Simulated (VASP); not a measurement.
# Zn: single point with BLYP

Zn:

```
Zn
1.0
     2.67000    0.00000    0.00000
    -1.33500    2.31229    0.00000
     0.00000    0.00000    4.96600
Zn
2
Direct
  0.66667 0.33333 0.75000
  0.33333 0.66667 0.25000
```

```
Program                : VASP 6.6.1
Task                   : single point
Functional             : BLYP
Potentials or basis    : VASP PAW PBE potentials, release 64 (Zn)
Cutoff                 : 520 eV
k mesh                 : 7 × 7 × 3
Occupations            : fermi-dirac, width 0.05 eV
Spin                   : no spin polarisation
Dipole correction      : no
Further INCAR settings : ALGO = Fast; EDIFF = 1e-06; NBANDS = 19
```

* Pressure: 5.6 GPa
* Band gap on the k mesh: zero (bands 12 and 13 overlap by 4.61 eV)

Stress tensor (GPa, compression positive):
```
3.70 0.00 0.00
0.00 3.70 0.00
0.00 0.00 9.27
```

Levels at points of the mesh, in eV from the Fermi level:
| k point | band 9 | band 10 | band 11 | band 12 | band 13 | band 14 | band 15 | band 16 |
| --- | --- | --- | --- | --- | --- | --- | --- | --- |
| (0.00, 0.00, 0.00) | -7.49 | -7.28 | -7.28 | -3.44 | -3.23 | 13.34 | 17.13 | 17.13 |

It took 39 s on 1 thread of Intel Xeon 8259CL, with other jobs on the host, peak memory 0.13 GiB.

Caveat: the k points lie up to 0.42 Å⁻¹ apart, too coarse for converged energies and pressures of a metal; the PAW data sets were made with another functional, which shifts forces and pressure a little.
